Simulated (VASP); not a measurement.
# K8Ta8O23 (a cell with a defect) in VASP: single point with PBEsol

Aim: the single point of K8Ta8O23 (a cell with a defect) with PBEsol.

Program: VASP 6.6.1. These are calculated values, not measurements. Logs are shortened: lines on timing, memory, paths and dates and some standing lists are left out, and cuts for length are marked.

## (1) The cell of the first run

The cell holds a defect, 39 atoms: a = 7.971 Å, b = 7.971 Å, c = 7.971 Å, α = 90.00°, β = 90.00°, γ = 90.00°.

## (2) Single point, PBEsol, collinear spin

File INCAR:

```
PREC     = Accurate       # precision mode
ENCUT    = 520            # plane-wave cutoff, eV
EDIFF    = 1E-7           # SCF threshold, eV
ISMEAR   = -1             # smearing method
SIGMA    = 0.05           # smearing width, eV
LREAL    = Auto         
LASPH    = T              # aspherical terms in the spheres
NELM     = 150            # most SCF steps
ALGO     = Normal         # electronic algorithm
ISIF     = 2              # what is computed and relaxed
LWAVE    = F              # write WAVECAR
LCHARG   = F              # write CHGCAR
ISPIN    = 2              # spin polarisation
MAGMOM   = 0 0 0 0 0 0 0 0 0.5 0.5 0 0 0 0 0 0 0 0 0 0 0 0 0 0 0 0 0 0 0 0 0 0 0 0 0 0 0 0 0 # initial moments
LORBIT   = 11             # projections on sites
LMAXMIX  = 4              # l up to which the mixer works
GGA      = PS             # functional
NELECT   = 299.0        
ISYM     = 0            
NBANDS   = 178            # bands
```

File KPOINTS:

```
Automatic mesh
0
Gamma
  1 1 1
  0.25 0.25 0.25
```

File POSCAR:

```
K8Ta8O23
1.0
    7.9708780000      0.0000000000      0.0000000000
    0.0000000000      7.9708780000      0.0000000000
    0.0000000000      0.0000000000      7.9708780000
K Ta O
8 8 23
Direct
    0.9989280000      0.9986320000      0.9984940000
    0.9975210000      0.9970200000      0.4999700000
    0.9995680000      0.5018360000      0.9997480000
    0.9993420000      0.5016390000      0.4995120000
    0.5032610000      0.9979000000      0.9995040000
    0.5043110000      0.9965070000      0.4992670000
    0.5032020000      0.5022780000      0.0008620000
    0.5048630000      0.5039130000      0.4987540000
    0.2452220000      0.2403070000      0.2452530000
    0.2615960000      0.2574940000      0.7525490000
    0.2506230000      0.7407550000      0.2499320000
    0.2510380000      0.7568050000      0.7483600000
    0.7461290000      0.2501530000      0.2511890000
    0.7613270000      0.2505880000      0.7495120000
    0.7509550000      0.7503810000      0.2491790000
    0.7508650000      0.7502560000      0.7496490000
    0.2387910000      0.2564060000      0.9994590000
    0.2507330000      0.7507110000      0.9997180000
    0.2514390000      0.7515370000      0.4992120000
    0.7500370000      0.2503230000      0.9990920000
    0.7479460000      0.2495010000      0.5002490000
    0.7507260000      0.7497110000      0.9995440000
    0.7510560000      0.7499610000      0.4995800000
    0.0006960000      0.2476000000      0.2569710000
    0.0024160000      0.2503850000      0.7451290000
    0.0011900000      0.7488640000      0.2484760000
    0.0018790000      0.7502430000      0.7498170000
    0.4970690000      0.2478810000      0.2530020000
    0.4987990000      0.2513680000      0.7439300000
    0.5006680000      0.7496600000      0.2485610000
    0.5011990000      0.7505600000      0.7503930000
    0.2497020000      0.0017790000      0.2554270000
    0.2528980000      0.0034750000      0.7459440000
    0.2508080000      0.4979700000      0.2535650000
    0.2536630000      0.4995380000      0.7428130000
    0.7504070000      0.9997860000      0.2487090000
    0.7512730000      0.0002720000      0.7506580000
    0.7507730000      0.4991240000      0.2495630000
    0.7521040000      0.4998750000      0.7506840000
```

Potentials or basis: VASP PAW PBE potentials, release 64 (K_sv, Ta_pv, O).

Command:

```
$ cat potpaw_PBE.64/K_sv/POTCAR potpaw_PBE.64/Ta_pv/POTCAR potpaw_PBE.64/O/POTCAR > POTCAR
$ mpirun -np 1 vasp_std > vasp.out
```

OUTCAR:

```text
PREC = Accurate
   ENCUT = 520
   EDIFF = 1E-7
   ISMEAR = -1
   LREAL = Auto
   LASPH = T
   NELM = 150
   ISIF = 2
   ISPIN = 2
   LORBIT = 11
   GGA = PS
   NELECT = 299.0
   ISYM = 0

 ion  position               nearest neighbor table
   1  0.999  0.999  0.998-  37 2.79  27 2.80  22 2.80  17 2.81  36 2.81  18 2.82  26 2.82  20 2.82
                            25 2.85  33 2.86  24 2.86  32 2.86   9 3.38  14 3.40  12 3.42  16 3.43
   2  0.998  0.997  0.500-  23 2.78  24 2.78  27 2.80  32 2.80  37 2.80  36 2.81  25 2.81  19 2.82
                            26 2.82  33 2.83  21 2.83  14 3.40  12 3.42  16 3.42  15 3.42   9 3.43
   3  1.000  0.502  1.000-  17 2.73  26 2.79  39 2.80  22 2.80  27 2.81  38 2.81  18 2.82  20 2.82
                            34 2.85  25 2.85  35 2.88  24 2.88  14 3.41  11 3.41  15 3.44  16 3.44
   4  0.999  0.502  0.500-  23 2.80  24 2.80  25 2.80  34 2.80  35 2.81  26 2.81  39 2.81  38 2.81
                            27 2.81  19 2.83  21 2.84  14 3.40  11 3.41  16 3.44  15 3.44  13 3.47
   5  0.503  0.998  1.000-  22 2.79  36 2.80  31 2.80  37 2.80  30 2.80  20 2.81  18 2.82  28 2.84
                            33 2.84  29 2.87  32 2.87  12 3.43  15 3.43  16 3.43   9 3.44  13 3.44
   6  0.504  0.997  0.499-  23 2.78  36 2.80  21 2.80  31 2.80  30 2.80  28 2.81  19 2.81  33 2.81
                            37 2.81  32 2.81  29 2.82  12 3.42  15 3.42  16 3.42  13 3.42   9 3.48
   7  0.503  0.502  0.001-  22 2.79  30 2.79  38 2.80  31 2.81  20 2.81  39 2.81  18 2.82  34 2.85
                            28 2.86  35 2.86  29 2.86  17 2.88  10 3.38  11 3.41  15 3.42  13 3.43
   8  0.505  0.504  0.499-  23 2.77  38 2.79  35 2.79  30 2.80  21 2.80  29 2.81  31 2.81  39 2.81
                            34 2.81  19 2.82  28 2.83  11 3.41  15 3.42  13 3.42  16 3.42  10 3.42
   9  0.245  0.240  0.245-  32 1.90  24 1.95  17 1.96  28 2.01  34 2.06   1 3.38   2 3.43   5 3.44
                             3 3.47   6 3.48   4 3.51   7 3.52   8 3.58
  10  0.262  0.257  0.753-  29 1.89  35 1.93  17 1.98  33 2.03  25 2.07   7 3.38   8 3.42   5 3.44
                             3 3.47   6 3.49   4 3.50   1 3.53   2 3.58
  11  0.251  0.741  0.250-  34 1.94  19 1.99  26 1.99  30 1.99  18 2.00  32 2.08   4 3.41   8 3.41
                             3 3.41   7 3.41   6 3.49   2 3.49   5 3.50   1 3.50
  12  0.251  0.757  0.748-  33 1.97  19 1.99  27 1.99  31 1.99  18 2.00  35 2.05   6 3.42   2 3.42
                             1 3.42   5 3.43   4 3.48   8 3.48   3 3.49   7 3.49
  13  0.746  0.250  0.251-  38 1.98  21 1.99  28 1.99  36 2.00  20 2.01  24 2.03   8 3.42   6 3.42
                             7 3.43   5 3.44   4 3.47   2 3.47   3 3.48   1 3.48
  14  0.761  0.251  0.750-  25 1.92  39 1.99  21 1.99  20 1.99  37 2.00  29 2.09   1 3.40   4 3.40
                             2 3.40   3 3.41   8 3.50   5 3.50   7 3.50   6 3.50
  15  0.751  0.750  0.249-  36 1.99  22 1.99  26 1.99  30 2.00  23 2.00  38 2.00   8 3.42   6 3.42
                             2 3.42   7 3.42   5 3.43   3 3.44   1 3.44   4 3.44
  16  0.751  0.750  0.750-  31 1.99  22 1.99  37 1.99  23 1.99  39 2.00  27 2.00   2 3.42   6 3.42
                             8 3.42   5 3.43   1 3.43   7 3.44   3 3.44   4 3.44
  17  0.239  0.256  0.999-   9 1.96  10 1.98   3 2.73   1 2.81   7 2.88
  18  0.251  0.751  1.000-  11 2.00  12 2.00   1 2.82   5 2.82   3 2.82   7 2.82
  19  0.251  0.752  0.499-  12 1.99  11 1.99   6 2.81   2 2.82   8 2.82   4 2.83
  20  0.750  0.250  0.999-  14 1.99  13 2.01   7 2.81   5 2.81   1 2.82   3 2.82
  21  0.748  0.250  0.500-  13 1.99  14 1.99   6 2.80   8 2.80   2 2.83   4 2.84
  22  0.751  0.750  1.000-  15 1.99  16 1.99   7 2.79   5 2.79   3 2.80   1 2.80
  23  0.751  0.750  0.500-  16 1.99  15 2.00   8 2.77   6 2.78   2 2.78   4 2.80
[... 14 lines left out ...]
  38  0.751  0.499  0.250-  13 1.98  15 2.00   8 2.79   7 2.80   4 2.81   3 2.81
  39  0.752  0.500  0.751-  14 1.99  16 2.00   3 2.80   4 2.81   7 2.81   8 2.81

IMPORTANT INFORMATION: All symmetrisations will be switched off!
NOSYMM: (Re-)initialisation of all symmetry stuff for point group C_1.

----------------------------------------------------------------------------------------

                                     Primitive cell

  volume of cell :     506.4289

  direct lattice vectors                    reciprocal lattice vectors
     7.970878000  0.000000000  0.000000000     0.125456694  0.000000000  0.000000000
     0.000000000  7.970878000  0.000000000     0.000000000  0.125456694  0.000000000
     0.000000000  0.000000000  7.970878000     0.000000000  0.000000000  0.125456694

  length of vectors
     7.970878000  7.970878000  7.970878000     0.125456694  0.125456694  0.125456694

  position of ions in fractional coordinates (direct lattice)
     0.998928000  0.998632000  0.998494000
     0.997521000  0.997020000  0.499970000
     0.999568000  0.501836000  0.999748000
     0.999342000  0.501639000  0.499512000
     0.503261000  0.997900000  0.999504000
     0.504311000  0.996507000  0.499267000
[... 31 lines left out ...]
     0.750773000  0.499124000  0.249563000
     0.752104000  0.499875000  0.750684000

  ion indices of the primitive-cell ions
   primitive index   ion index
                 1           1
                 2           2
[... 91 lines left out ...]
   NSW    =      0    number of steps for IOM
   IBRION =     -1    ionic relax: 0-MD 1-quasi-New 2-CG
   NFREE  =      0    steps in history (QN), initial steepest desc. (CG)
   ISIF   =      2    stress and relaxation
   ISYM   =      0    0-nonsym 1-usesym 2-fastsym
   POTIM  = 0.5000    time-step for ionic-motion
   TEBEG  =    0.0;   TEEND  =   0.0 temperature during run
   PSTRESS=    0.0 pullay stress
   NELECT =     299.0000    total number of electrons
   NUPDOWN=      -1.0000    fix difference up-down
   EMIN   =  10.00;   EMAX   =-10.00  energy-range for DOS
   EFERMI =   0.00;   METHOD = LEGACY
   ISMEAR =    -1;   SIGMA  =   0.05  broadening in eV -4-tet -1-fermi 0-gaus
   EFERMI_NEDOS =   21; number of points for ismear=-14 and -15
   IALGO  =     38    algorithm
   IMIX   =      4    mixing-type and parameters
     AMIX     =   0.40;   BMIX     =  1.00
     AMIX_MAG =   1.60;   BMIX_MAG =  1.00
  volume/ion in A,a.u.               =      12.99        87.63
  Fermi-wavevector in a.u.,A,eV,Ry     =   1.373385  2.595322 25.663135  1.886187
  Thomas-Fermi vector in A             =   2.498907
   LORBIT       =     11    0 simple, 1 ext, 2 COOP (PROOUT), +10 PAW based schemes
   GGA     = PS    functional components
   LHFCALC =     F    Hartree Fock is set to
   AEXX    =    0.0000 exact exchange contribution
   IVDW    =     0    specifies the selected vdW correction
   LEPSILON=     F    determine dielectric tensor
   LRPA    =     F    only Hartree local field effects (RPA)
 spin polarized calculation
  energy-cutoff  :      520.00
  volume of cell :      506.43
 maximum number of plane-waves:     13601
   NGX = 29   NGY = 29   NGZ = 29

 number of electron     298.9999919 magnetization       0.0027948

 Free energy of the ion-electron system (eV)
  ---------------------------------------------------
  ext. energy  EPLUGINS =         0.00000000
  ---------------------------------------------------
  free energy    TOTEN  =      -327.21915964 eV

  energy without entropy =     -327.08475690  energy(sigma->0) =     -327.15195827

 E-fermi :   4.6025     XC(G=0): -11.0968

 val. band max:        4.3662121155   @ k =  -0.2500  -0.2500   0.2500
 cond. band min:       4.6090962464   @ k =  -0.2500  -0.2500   0.2500
 fundamental gap:      0.2428841309
 Fermi energy:         4.6024797561

 spin component 1

 k-point     1 :       0.2500    0.2500    0.2500
  band No.  band energies     occupation
      1     -32.3028      1.00000
      2     -32.2964      1.00000
      3     -32.2920      1.00000
      4     -32.2891      1.00000
      5     -32.2853      1.00000
      6     -32.2419      1.00000
[... 645 lines left out ...]
    160       6.4551      0.00000
    161       6.4726      0.00000
 Fermi energy:         4.6024797561

 spin component 2

 k-point     1 :       0.2500    0.2500    0.2500
  band No.  band energies     occupation
      1     -32.3026      1.00000
      2     -32.2962      1.00000
      3     -32.2917      1.00000
      4     -32.2888      1.00000
      5     -32.2851      1.00000
      6     -32.2418      1.00000
[... 645 lines left out ...]
    160       6.4554      0.00000
    161       6.4729      0.00000
 [bands above 161 left out]

------------------------ aborting loop because EDIFF is reached ----------------------------------------

  FORCE on cell =-STRESS in cart. coord.  units (eV):
  Direction    XX          YY          ZZ          XY          YZ          ZX
  --------------------------------------------------------------------------------------
  -------------------------------------------------------------------------------------
  Total       12.8242114     12.7254194     13.2734710     -0.0888411     -0.9266233     -0.8741386
  in kB       40.5716587     40.2591128     41.9929711     -0.2810644     -2.9315365     -2.7654919
  external PRESSURE =      40.9412475 kB  Pullay stress =       0.0000000 kB

 VOLUME and BASIS-vectors are now :
 -----------------------------------------------------------------------------
  energy-cutoff  :      520.00
  volume of cell :      506.43
      direct lattice vectors                 reciprocal lattice vectors
     7.970878000  0.000000000  0.000000000     0.125456694  0.000000000  0.000000000
     0.000000000  7.970878000  0.000000000     0.000000000  0.125456694  0.000000000
     0.000000000  0.000000000  7.970878000     0.000000000  0.000000000  0.125456694

 POSITION                                       TOTAL-FORCE (eV/Angst)
 -----------------------------------------------------------------------------------
      7.96233      7.95997      7.95887         0.034933      0.009304      0.013107
      7.95112      7.94712      3.98520         0.060608      0.048339      0.009565
      7.96743      4.00007      7.96887         0.021084     -0.024132     -0.002650
      7.96563      3.99850      3.98155         0.037617     -0.032060     -0.003907
      4.01143      7.95414      7.96692        -0.014508      0.016619     -0.000593
      4.01980      7.94304      3.97960        -0.023915      0.030157      0.002991
[... 31 lines left out ...]
      5.98432      3.97846      1.98924        -0.037621      0.063137     -0.009600
      5.99493      3.98444      5.98361        -0.026817      0.076202     -0.034846
 -----------------------------------------------------------------------------------
    total drift:                                0.008299     -0.006099      0.006874

  FREE ENERGIE OF THE ION-ELECTRON SYSTEM (eV)
  ---------------------------------------------------
  free  energy   TOTEN  =      -327.2191596362 eV

  energy  without entropy=     -327.0847568998  energy(sigma->0) =     -327.15195827

 total charge

# of ion       s       p       d       tot
------------------------------------------
    1        1.961   5.588   0.052   7.601
    2        1.962   5.588   0.055   7.606
    3        1.961   5.588   0.052   7.601
    4        1.962   5.588   0.055   7.605
    5        1.961   5.587   0.052   7.600
    6        1.962   5.588   0.055   7.606
[... 31 lines left out ...]
   38        1.558   3.507   0.000   5.065
   39        1.558   3.508   0.000   5.066
--------------------------------------------------
tot         54.349 176.041  17.664 248.054

 magnetization (x)

# of ion       s       p       d       tot
------------------------------------------
    1        0.000  -0.000   0.000   0.000
    2       -0.000  -0.000   0.000   0.000
    3        0.000  -0.000   0.000   0.000
    4        0.000  -0.000   0.000   0.000
    5        0.000  -0.000   0.000   0.000
    6       -0.000  -0.000   0.000   0.000
[... 31 lines left out ...]
   38       -0.000  -0.000   0.000  -0.000
   39       -0.000  -0.000   0.000  -0.000
--------------------------------------------------
tot         -0.000  -0.000   0.002   0.002
```

Wall time 31 min (1 thread of Intel Xeon Platinum 8259CL at 2.50GHz (Skylake/Cascade Lake), shared host); peak memory 0.93 GiB.

What came out:

```yaml
Free_energy: -327.2192 eV
Largest_force: 0.485 eV/Å
Net_moment: 0.00 μB per cell
Valence_electrons_inside_the_program's_atomic_spheres: K 7.60, 7.61 (each value once); Ta 8.86, 8.84, 8.83 (each value once); O 5.06, 5.07, 5.05 (each value once)
```

Forces in eV/Å, atoms in the order of the input:
```
K    0.035  0.009  0.013
K    0.061  0.048  0.010
K    0.021 -0.024 -0.003
K    0.038 -0.032 -0.004
K   -0.015  0.017 -0.001
K   -0.024  0.030  0.003
K   -0.026 -0.035 -0.018
K   -0.049 -0.052 -0.009
Ta   0.272  0.281  0.287
Ta  -0.295 -0.241 -0.227
Ta   0.041  0.114  0.017
Ta   0.016 -0.100  0.020
Ta   0.121 -0.022 -0.029
Ta  -0.151 -0.054 -0.031
Ta   0.038 -0.007  0.001
Ta   0.001 -0.039  0.012
O   -0.030  0.000 -0.003
O    0.013 -0.011 -0.074
O   -0.018 -0.008  0.041
O    0.013 -0.012  0.161
O    0.023  0.015 -0.087
O    0.012  0.008  0.004
O   -0.004  0.004 -0.006
O   -0.189  0.013 -0.032
O    0.048  0.038  0.011
O   -0.074  0.021  0.027
O   -0.063  0.027  0.002
O   -0.062 -0.001 -0.051
O    0.292 -0.004 -0.020
O    0.028 -0.007  0.016
O    0.028  0.004 -0.013
O    0.004 -0.249  0.008
O    0.013  0.027  0.042
O   -0.031 -0.046 -0.027
O   -0.016  0.208  0.007
O   -0.009 -0.030  0.010
O    0.004 -0.029 -0.014
O   -0.038  0.063 -0.010
O   -0.027  0.076 -0.035
```

Caveat: the cell carries a net charge on a neutralising background, which shifts energy and pressure; the cell is charged against a uniform background, so pressure and absolute levels hang on convention; the PAW data sets were made with another functional, which shifts forces and pressure a little; spin-orbit coupling is left out, which moves the levels of the heavy elements.
